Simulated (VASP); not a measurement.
Runs of VASP 6.6.1 on As. The structure is that of space group Fd-3m (No. 227), or close to it. The cells are those of the table. 

| task | cell | cutoff (eV) | gap on the mesh (eV) | pressure (GPa) | relaxed volume (Å³/atom) |
| --- | --- | --- | --- | --- | --- |
| single point | a = 4.248 Å, angles 60.0°, 2 atoms | 520 | none | -0.3 | - |
| single point | a = 4.220 Å, angles 60.0°, 2 atoms | 520 | none | 0.9 | - |
| single point | a = 4.234 Å, angles 60.0°, 2 atoms | 520 | none | (a) | - |
| relaxation of cell and atoms | relaxed from a = 4.292 Å, angles 60.0°, 2 atoms | 600 | none | 0.0 | 26.97 |
| relaxation of cell and atoms | relaxed from a = 4.234 Å, angles 60.0°, 2 atoms | 600 | none | 0.0 | 26.97 |

Alike in all rows: level LDA; potentials or basis VASP PAW LDA potentials, release 64 (As); no spin polarisation; k mesh 6 × 6 × 6; smearing methfessel-paxton 0.1 eV.

Task: Fill in the values left out.

Result: (a) 0.3.

A k mesh can miss the band edges, and the runs leave out spin-orbit coupling on As.

A gap of «none» marks levels without a gap at the run's occupations.
